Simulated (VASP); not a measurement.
# NaF (Villiaumite) (Fm-3m) in VASP: further runs

The runs below take NaF (Villiaumite) through single point, with r2SCAN.

Everything below comes from runs of VASP 6.6.1. Logs are shortened: lines on timing, memory, paths and dates and some standing lists are left out, and cuts for length are marked.

### Step 1. The cell of the first run

It takes space group Fm-3m (No. 225, cubic). The conventional cell has a = 4.640 Å, b = 4.640 Å, c = 4.640 Å, α = 90.00°, β = 90.00°, γ = 90.00°. Na (site symmetry m-3m) has 6 F at 2.32 Å within 3.1 Å. Within 3.1 Å of F (site symmetry m-3m) lie 6 Na at 2.32 Å.

### Step 2. Single point, r2SCAN (volume changed by +3%)

POSCAR reads:

```
NaF
1.0
    0.0000000000      2.3199882370      2.3199882370
    2.3199882370      0.0000000000      2.3199882370
    2.3199882370      2.3199882370      0.0000000000
Na F
1 1
Direct
    0.0000000000      0.0000000000      0.0000000000
    0.5000000000      0.5000000000      0.5000000000
```

INCAR.step1 reads:

```
SYSTEM = NaF
PREC = Accurate ; ENCUT = 520
ISMEAR = 0 ; SIGMA = 0.01
LREAL = .False. ; LASPH = .True.
NELM = 100 ; NBANDS = 14
GGA = PE ; ALGO = Normal
EDIFF = 1E-4 ; LWAVE = .True.
LCHARG = .False.
```

INCAR.step2 reads:

```
SYSTEM = NaF
PREC = Accurate ; ENCUT = 520
EDIFF = 1E-6 ; ISMEAR = 0
SIGMA = 0.01 ; LREAL = .False.
LASPH = .True. ; NELM = 100
ALGO = Normal ; ISIF = 2
LWAVE = .False. ; LCHARG = .False.
METAGGA = R2SCAN ; LMIXTAU = .True.
NBANDS = 14 ; ISTART = 1
```

KPOINTS reads:

```
regular mesh
0
Gamma
  8 8 8
  0 0 0
```

Potentials or basis: VASP PAW PBE potentials, release 64 (Na_pv, F).

On the command line:

```bash
$ cat potpaw_PBE.64/Na_pv/POTCAR potpaw_PBE.64/F/POTCAR > POTCAR
$ cp INCAR.step1 INCAR
$ mpirun -np 1 vasp_std > vasp.out
$ cp INCAR.step2 INCAR
$ mpirun -np 1 vasp_std > vasp.out
```

OUTCAR:

```text
SYSTEM = NaF
   PREC = Accurate
   ENCUT = 520
   EDIFF = 1E-6
   ISMEAR = 0
   LREAL = .False.
   LASPH = .True.
   NELM = 100
   ISIF = 2
   METAGGA = R2SCAN
   ISTART = 1

 ion  position               nearest neighbor table
   1  0.000  0.000  0.000-   2 2.32   2 2.32   2 2.32   2 2.32   2 2.32   2 2.32
   2  0.500  0.500  0.500-   1 2.32   1 2.32   1 2.32   1 2.32   1 2.32   1 2.32

  LATTYP: Found a face centered cubic cell.
 ALAT       =     4.6399764740

  Lattice vectors:

 A1 = (   0.0000000000,   2.3199882370,   2.3199882370)
 A2 = (   2.3199882370,   0.0000000000,   2.3199882370)
 A3 = (   2.3199882370,   2.3199882370,   0.0000000000)

Analysis of symmetry for initial positions (statically):
=====================================================================
 Subroutine PRICEL returns:
 Original cell was already a primitive cell.

 Routine SETGRP: Setting up the symmetry group for a
 face centered cubic supercell.

 Subroutine GETGRP returns: Found 48 space group operations
[... 9 lines left out ...]

 Routine SETGRP: Setting up the symmetry group for a
 face centered cubic supercell.

 Subroutine GETGRP returns: Found 48 space group operations
[... 11 lines left out ...]
                                     Primitive cell

  volume of cell :      24.9740

  direct lattice vectors                    reciprocal lattice vectors
     0.000000000  2.319988237  2.319988237    -0.215518334  0.215518334  0.215518334
     2.319988237  0.000000000  2.319988237     0.215518334 -0.215518334  0.215518334
     2.319988237  2.319988237  0.000000000     0.215518334  0.215518334 -0.215518334

  length of vectors
     3.280958829  3.280958829  3.280958829     0.373288705  0.373288705  0.373288705

  position of ions in fractional coordinates (direct lattice)
     0.000000000  0.000000000  0.000000000
     0.500000000  0.500000000  0.500000000

  ion indices of the primitive-cell ions
   primitive index   ion index
                 1           1
                 2           2

----------------------------------------------------------------------------------------

 KPOINTS: regular mesh

Automatic generation of k-mesh.
 Grid dimensions read from file:
 generate k-points for:    8    8    8

 Generating k-lattice:

  Cartesian coordinates                     Fractional coordinates (reciprocal lattice)
    -0.026939792  0.026939792  0.026939792     0.125000000  0.000000000  0.000000000
     0.026939792 -0.026939792  0.026939792     0.000000000  0.125000000  0.000000000
     0.026939792  0.026939792 -0.026939792     0.000000000  0.000000000  0.125000000

  Length of vectors
     0.046661088  0.046661088  0.046661088

  Shift w.r.t. Gamma in fractional coordinates (k-lattice)
     0.000000000  0.000000000  0.000000000

 Subroutine IBZKPT returns following result:
 ===========================================

 Found     29 irreducible k-points:

 Following reciprocal coordinates:
            Coordinates               Weight
  0.000000  0.000000  0.000000      1.000000
  0.125000  0.000000  0.000000      8.000000
  0.250000  0.000000  0.000000      8.000000
  0.375000  0.000000  0.000000      8.000000
  0.500000  0.000000  0.000000      4.000000
  0.125000  0.125000  0.000000      6.000000
[... 16 lines left out ...]
  0.500000  0.250000  0.125000     48.000000
 -0.375000  0.250000  0.125000     24.000000
 [... further k-points ...]
   k-points           NKPTS =     29   k-points in BZ     NKDIM =     29   number of bands    NBANDS=     14
   number of dos      NEDOS =    301   number of ions     NIONS =      2
   total plane-waves  NPLWV =  13824
   dimension x,y,z NGX =    24 NGY =   24 NGZ =   24
   dimension x,y,z NGXF=    48 NGYF=   48 NGZF=   48
   ions per type =               1   1
   NGX,Y,Z   is equivalent  to a cutoff of  12.16, 12.16, 12.16 a.u.
   NGXF,Y,Z  is equivalent  to a cutoff of  24.32, 24.32, 24.32 a.u.
 SYSTEM =  NaF
   PREC   = accura    normal or accurate (medium, high low for compatibility)
   ISTART =      1    job   : 0-new  1-cont  2-samecut
   ICHARG =      0    charge: 1-file 2-atom 10-const
   ISPIN  =      1    spin polarized calculation?
   LNONCOLLINEAR =      F non collinear calculations
   LSORBIT =      F    spin-orbit coupling
   LASPH  =      T    aspherical Exc in radial PAW
   ENCUT  =  520.0 eV  38.22 Ry    6.18 a.u.   6.10  6.10  6.10*2*pi/ulx,y,z
   NELM   =    100;   NELMIN=  2; NELMDL=  0     # of ELM steps
   EDIFF  = 0.1E-05   stopping-criterion for ELM
   LREAL  =      F    real-space projection
   EDIFFG = 0.1E-04   stopping-criterion for IOM
   NSW    =      0    number of steps for IOM
   IBRION =     -1    ionic relax: 0-MD 1-quasi-New 2-CG
   NFREE  =      0    steps in history (QN), initial steepest desc. (CG)
   ISIF   =      2    stress and relaxation
   ISYM   =      2    0-nonsym 1-usesym 2-fastsym
   POTIM  = 0.5000    time-step for ionic-motion
   TEBEG  =    0.0;   TEEND  =   0.0 temperature during run
   PSTRESS=    0.0 pullay stress
   NELECT =      14.0000    total number of electrons
   NUPDOWN=      -1.0000    fix difference up-down
   EMIN   =  10.00;   EMAX   =-10.00  energy-range for DOS
   EFERMI =   0.00;   METHOD = LEGACY
   ISMEAR =     0;   SIGMA  =   0.01  broadening in eV -4-tet -1-fermi 0-gaus
   EFERMI_NEDOS =   21; number of points for ismear=-14 and -15
   IALGO  =     38    algorithm
   IMIX   =      4    mixing-type and parameters
     AMIX     =   0.40;   BMIX     =  1.00
     AMIX_MAG =   1.60;   BMIX_MAG =  1.00
  volume/ion in A,a.u.               =      12.49        84.27
  Fermi-wavevector in a.u.,A,eV,Ry     =   1.349859  2.550864 24.791437  1.822119
  Thomas-Fermi vector in A             =   2.477411
   LORBIT       =      0    0 simple, 1 ext, 2 COOP (PROOUT), +10 PAW based schemes
   METAGGA = R2SCAN    functional components
   LHFCALC =     F    Hartree Fock is set to
   AEXX    =    0.0000 exact exchange contribution
   IVDW    =     0    specifies the selected vdW correction
   LEPSILON=     F    determine dielectric tensor
   LRPA    =     F    only Hartree local field effects (RPA)
 non-spin polarized calculation
 Gauss-broadening in eV      SIGMA  =   0.01
  energy-cutoff  :      520.00
  volume of cell :       24.97
 maximum number of plane-waves:       692
   NGX = 13   NGY = 13   NGZ = 13

 number of electron      13.9999982 magnetization

 Free energy of the ion-electron system (eV)
  ---------------------------------------------------
  ext. energy  EPLUGINS =         0.00000000
  ---------------------------------------------------
  free energy    TOTEN  =       -12.59695772 eV

  energy without entropy =      -12.59695772  energy(sigma->0) =      -12.59695772

 E-fermi :  -2.5865     XC(G=0):  -9.7540

 val. band max:       -2.7412995561   @ k =   0.0000   0.0000   0.0000
 cond. band min:       4.4082899460   @ k =   0.0000   0.0000   0.0000
 fundamental gap:      7.1495895022
 Fermi energy:        -2.5865113271

 k-point     1 :       0.0000    0.0000    0.0000
  band No.  band energies     occupation
      1     -23.0304      2.00000
      2     -22.2532      2.00000
      3     -22.2526      2.00000
      4     -22.2526      2.00000
      5      -2.7414      2.00000
      6      -2.7413      2.00000
      7      -2.7413      2.00000
      8       4.4083      0.00000
      9      17.0136      0.00000
     10      17.0136      0.00000
     11      17.0136      0.00000
     12      19.6514      0.00000
     13      22.2686      0.00000
     14      22.2686      0.00000

 k-point     2 :       0.1250    0.0000    0.0000
  band No.  band energies     occupation
      1     -23.1138      2.00000
      2     -22.2547      2.00000
      3     -22.2542      2.00000
      4     -22.1511      2.00000
      5      -3.0205      2.00000
      6      -2.7806      2.00000
      7      -2.7805      2.00000
      8       4.9475      0.00000
      9      15.2378      0.00000
     10      17.2815      0.00000
     11      17.2815      0.00000
     12      21.7404      0.00000
     13      21.8053      0.00000
     14      21.8054      0.00000

 k-point     3 :       0.2500    0.0000    0.0000
  band No.  band energies     occupation
      1     -23.2625      2.00000
      2     -22.2585      2.00000
      3     -22.2581      2.00000
      4     -21.9559      2.00000
      5      -3.6013      2.00000
      6      -2.8740      2.00000
      7      -2.8740      2.00000
      8       6.2686      0.00000
      9      13.1844      0.00000
     10      17.9262      0.00000
     11      17.9266      0.00000
     12      21.1647      0.00000
     13      21.1649      0.00000
     14      22.8427      0.00000

 k-point     4 :       0.3750    0.0000    0.0000
  band No.  band energies     occupation
      1     -23.3757      2.00000
      2     -22.2624      2.00000
      3     -22.2619      2.00000
      4     -21.7956      2.00000
      5      -4.0960      2.00000
      6      -2.9658      2.00000
      7      -2.9657      2.00000
      8       7.8433      0.00000
      9      11.5741      0.00000
     10      18.4745      0.00000
     11      18.4755      0.00000
     12      21.0014      0.00000
     13      21.0022      0.00000
     14      22.3381      0.00000

 k-point     5 :       0.5000    0.0000    0.0000
  band No.  band energies     occupation
      1     -23.4162      2.00000
      2     -22.2639      2.00000
      3     -22.2634      2.00000
      4     -21.7350      2.00000
      5      -4.2833      2.00000
      6      -3.0033      2.00000
      7      -3.0032      2.00000
      8       8.8599      0.00000
      9      10.6377      0.00000
     10      18.6249      0.00000
     11      18.6263      0.00000
[... 276 lines left out ...]
 k-point    22 :       0.3750    0.2500    0.1250
  band No.  band energies     occupation
      1     -23.2334      2.00000
      2     -22.2867      2.00000
      3     -22.2656      2.00000
      4     -21.9485      2.00000
      5      -3.7412      2.00000
      6      -3.0581      2.00000
      7      -2.9572      2.00000
      8       7.3048      0.00000
      9      12.5442      0.00000
     10      16.7736      0.00000
     11      18.3748      0.00000
     12      18.6387      0.00000
     13      22.6126      0.00000
     14      25.8063      0.00000

 k-point    23 :       0.5000    0.2500    0.1250
  band No.  band energies     occupation
      1     -23.2551      2.00000
      2     -22.3005      2.00000
      3     -22.2747      2.00000
      4     -21.8905      2.00000
      5      -3.9432      2.00000
      6      -3.2371      2.00000
      7      -3.0439      2.00000
      8       8.7846      0.00000
      9      11.6249      0.00000
     10      15.9131      0.00000
     11      17.6714      0.00000
     12      19.8124      0.00000
     13      21.9257      0.00000
     14      26.1702      0.00000

 k-point    24 :      -0.3750    0.2500    0.1250
  band No.  band energies     occupation
      1     -23.2630      2.00000
      2     -22.3032      2.00000
      3     -22.2818      2.00000
      4     -21.8674      2.00000
      5      -4.0150      2.00000
      6      -3.3149      2.00000
      7      -3.0818      2.00000
      8       9.8615      0.00000
      9      10.8593      0.00000
     10      15.6010      0.00000
     11      17.3508      0.00000
     12      20.4579      0.00000
     13      21.4764      0.00000
     14      26.4005      0.00000

 [... further k-points ...]
[... 5 lines left out ...]
  --------------------------------------------------------------------------------------
  -------------------------------------------------------------------------------------
  Total       -0.3134015     -0.3134015     -0.3134015      0.0000000      0.0000000     -0.0000000
  in kB      -20.1059387    -20.1059387    -20.1059387      0.0000000      0.0000000     -0.0000000
  external PRESSURE =     -20.1059387 kB  Pullay stress =       0.0000000 kB

 VOLUME and BASIS-vectors are now :
 -----------------------------------------------------------------------------
  energy-cutoff  :      520.00
  volume of cell :       24.97
      direct lattice vectors                 reciprocal lattice vectors
     0.000000000  2.319988237  2.319988237    -0.215518334  0.215518334  0.215518334
     2.319988237  0.000000000  2.319988237     0.215518334 -0.215518334  0.215518334
     2.319988237  2.319988237  0.000000000     0.215518334  0.215518334 -0.215518334

 POSITION                                       TOTAL-FORCE (eV/Angst)
 -----------------------------------------------------------------------------------
      0.00000      0.00000      0.00000         0.000000      0.000000     -0.000000
      2.31999      2.31999      2.31999        -0.000000     -0.000000      0.000000
 -----------------------------------------------------------------------------------
    total drift:                                0.000000     -0.000000      0.000000

  FREE ENERGIE OF THE ION-ELECTRON SYSTEM (eV)
  ---------------------------------------------------
  free  energy   TOTEN  =       -12.5969577230 eV

  energy  without entropy=      -12.5969577230  energy(sigma->0) =      -12.59695772
```

Run time: 99 s. Hardware: 1 thread of AMD EPYC 7R13, shared host; peak memory 0.11 GiB.

What came out:

```yaml
Free_energy: -12.5970 eV
Pressure: -2.0 GPa
Band_gap_on_the_k_mesh: 7.15 eV, direct
```

Levels at points of the mesh, in eV from the valence-band top:
```
           k point  band 3  band 4  band 5  band 6  band 7  band 8  band 9  band 10  band 11  band 12
(0.00, 0.00, 0.00)  -19.51  -19.51    0.00    0.00    0.00    7.15   19.75    19.75    19.75    22.39
(0.50, 0.00, 0.00)  -19.52  -18.99   -1.54   -0.26   -0.26   11.60   13.38    21.37    21.37    23.85
(0.50, 0.50, 0.00)  -19.56  -19.56   -1.26   -0.40   -0.40   13.90   14.02    14.80    21.05    21.05
```

Caveat: the cell differs from its parent crystal (volume changed by +3%); the PAW data sets were made with another functional, which shifts forces and pressure a little.

### Step 3. Single point, r2SCAN (volume changed by +6%)

POSCAR reads:

```
NaF
1.0
    0.0000000000      2.3422971847      2.3422971847
    2.3422971847      0.0000000000      2.3422971847
    2.3422971847      2.3422971847      0.0000000000
Na F
1 1
Direct
    0.0000000000      0.0000000000      0.0000000000
    0.5000000000      0.5000000000      0.5000000000
```

INCAR.step1 reads:

```
SYSTEM = NaF
PREC = Accurate
ENCUT = 520
ISMEAR = 0
SIGMA = 0.01
LREAL = .False.
LASPH = .True.
NELM = 100
NBANDS = 14
GGA = PE
ALGO = Normal
EDIFF = 1E-4
LWAVE = .True.
LCHARG = .False.
```

INCAR.step2 reads:

```
SYSTEM = NaF
PREC = Accurate
ENCUT = 520
EDIFF = 1E-7
ISMEAR = 0
SIGMA = 0.01
LREAL = .False.
LASPH = .True.
NELM = 100
ALGO = Normal
ISIF = 2
LWAVE = .False.
LCHARG = .True.
METAGGA = R2SCAN
LMIXTAU = .True.
LELF = .True.
LVHAR = .True.
NBANDS = 14
ISTART = 1
```

KPOINTS reads:

```
Automatic mesh
0
Gamma
  8 8 8
  0 0 0
```

Potentials or basis: VASP PAW PBE potentials, release 64 (Na_pv, F).

On the command line:

```bash
$ cat potpaw_PBE.64/Na_pv/POTCAR potpaw_PBE.64/F/POTCAR > POTCAR
$ cp INCAR.step1 INCAR
$ mpirun -np 1 vasp_std > vasp.out
$ cp INCAR.step2 INCAR
$ mpirun -np 1 vasp_std > vasp.out
```

Wall time 3.2 min (1 thread of AMD EPYC 7R13, shared host); peak memory 0.13 GiB.

It converged, with:

```yaml
Free_energy: -12.5859 eV
Pressure: -3.3 GPa
Band_gap_on_the_k_mesh: 6.99 eV, direct
```

Levels at points of the mesh, in eV from the valence-band top:
| k point | band 4 | band 5 | band 6 | band 7 | band 8 | band 9 | band 10 | band 11 |
| --- | --- | --- | --- | --- | --- | --- | --- | --- |
| (0.00, 0.00, 0.00) | -19.60 | 0.00 | 0.00 | 0.00 | 6.99 | 19.55 | 19.55 | 19.55 |
| (0.50, 0.00, 0.00) | -19.08 | -1.48 | -0.25 | -0.25 | 11.42 | 13.13 | 21.05 | 21.05 |
| (0.50, 0.50, 0.00) | -19.64 | -1.21 | -0.39 | -0.39 | 13.78 | 13.79 | 14.51 | 20.67 |

Caveat: the cell differs from its parent crystal (volume changed by +6%); the PAW data sets were made with another functional, which shifts forces and pressure a little.

### Step 4. Single point, r2SCAN

This run uses another cell than the first one, of 12.12 Å³/atom, 0.971 times its volume.

POSCAR reads:

```
NaF
1.0
    0.0000000000      2.2972417895      2.2972417895
    2.2972417895      0.0000000000      2.2972417895
    2.2972417895      2.2972417895      0.0000000000
Na F
1 1
Direct
    0.0000000000      0.0000000000      0.0000000000
    0.5000000000      0.5000000000      0.5000000000
```

INCAR.step1 reads:

```
ALGO = Normal
EDIFF = 1E-4
ENCUT = 520
GGA = PE
ISMEAR = 0
LASPH = T
LCHARG = F
LREAL = F
LWAVE = T
NBANDS = 14
NELM = 80
PREC = Accurate
SIGMA = 0.01
```

INCAR.step2 reads:

```
ALGO = Normal
EDIFF = 1E-6
ENCUT = 520
ISIF = 2
ISMEAR = 0
ISTART = 1
LASPH = T
LCHARG = F
LMIXTAU = T
LREAL = F
LWAVE = F
METAGGA = R2SCAN
NBANDS = 14
NELM = 80
PREC = Accurate
SIGMA = 0.01
```

KPOINTS reads:

```
k-points
0
Gamma
  10 10 10
```

On the command line:

```bash
$ cat potpaw_PBE.64/Na_pv/POTCAR potpaw_PBE.64/F/POTCAR > POTCAR
$ cp INCAR.step1 INCAR
$ mpirun -np 1 vasp_std > vasp.out
$ cp INCAR.step2 INCAR
$ mpirun -np 1 vasp_std > vasp.out
```

Wall time 1.9 min (1 thread of AMD EPYC 7R13, shared host); peak memory 0.11 GiB.

Results (log left out):

| Quantity | Value |
| --- | --- |
| Free energy | -12.6029 eV |
| Pressure | -0.8 GPa |
| Band gap on the k mesh | 7.32 eV, direct |

Levels at points of the mesh, in eV from the valence-band top:
| k point | band 5 | band 6 | band 7 | band 8 | band 9 | band 10 |
| --- | --- | --- | --- | --- | --- | --- |
| (0.00, 0.00, 0.00) | 0.00 | 0.00 | 0.00 | 7.32 | 19.97 | 19.97 |
| (0.50, 0.00, 0.00) | -1.61 | -0.28 | -0.28 | 11.80 | 13.64 | 21.70 |
| (0.50, 0.50, 0.00) | -1.30 | -0.42 | -0.41 | 14.01 | 14.29 | 15.11 |

Caveat: the PAW data sets were made with another functional, which shifts forces and pressure a little. r2SCAN opens gaps a little over a GGA but as a rule still falls short of measured ones.

### Step 5. Summary

```csv
cell,k mesh,gap on the mesh (eV),pressure (GPa)
"a = 3.281 Å, angles 60.0°, 2 atoms",8 × 8 × 8,7.15,-2.0
"a = 3.313 Å, angles 60.0°, 2 atoms",8 × 8 × 8,6.99,-3.3
"a = 3.249 Å, angles 60.0°, 2 atoms",10 × 10 × 10,7.32,-0.8
```

Alike in all rows: task single point; level r2SCAN; potentials or basis VASP PAW PBE potentials, release 64 (Na_pv, F); no spin polarisation; cutoff (eV) 520; smearing gaussian 0.01 eV.

Caveats: the PAW data sets were made with another functional, which shifts forces and pressure a little.

Total energies depend on the potentials used, so only differences within one code and one set of settings carry meaning.
